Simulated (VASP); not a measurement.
Wanted: the native input for a VASP 6.6.1 run.

| Item | Value |
| --- | --- |
| Task | single point |
| Functional | revPBE |
| Potentials or basis | VASP PAW PBE potentials, release 64 (Pb_d, S) |
| Cutoff | 520 eV |
| k mesh | 7 × 7 × 6 |
| Occupations | fermi-dirac, width 0.05 eV |
| Spin | no spin polarisation |
| Dipole correction | no |
| Further INCAR settings | ALGO = Normal; EDIFF = 1e-06; NBANDS = 28 |

The structure of PbS lies in POSCAR:

```
PbS
1.0
    2.0659928603     -5.9510856073      0.0000000000
    2.0659928603      5.9510856073      0.0000000000
    0.0000000000      0.0000000000      4.2505997999
Pb S
2 2
Direct
    0.1305633500      0.8694366500      0.2500000000
    0.8694366500      0.1305633500      0.7500000000
    0.3547970900      0.6452029100      0.2500000000
    0.6452029100      0.3547970900      0.7500000000
```

One way to write it, as run:

INCAR

```
  PREC = Accurate
  ENCUT = 520
  EDIFF = 1E-6
  ISMEAR = -1
  SIGMA = 0.05
  LREAL = F
  LASPH = T
  NELM = 60
  ALGO = Normal
  ISIF = 2
  LWAVE = F
  LCHARG = F
  GGA = RE
  NBANDS = 28
```

KPOINTS

```
regular mesh
0
Gamma
  7 7 6
```

Potentials or basis: VASP PAW PBE potentials, release 64 (Pb_d, S).

Launch:

```console
$ cat potpaw_PBE.64/Pb_d/POTCAR potpaw_PBE.64/S/POTCAR > POTCAR
$ mpirun -np 1 vasp_std > vasp.out
```

Results of the run:

```yaml
Pressure: 3.6 GPa
Largest_force: 0.217 eV/Å
Band_gap_on_the_k_mesh: 1.27 eV (least direct gap 1.50 eV)
```

Caveat: the cell stands under pressure; the PAW data sets were made with another functional, which shifts forces and pressure a little; spin-orbit coupling is left out, which moves the levels of the heavy elements.

Wall time 86 s on 1 thread of Intel(R) Xeon(R) 6975P-C (Granite Rapids), on a shared host, peak memory 0.34 GiB.
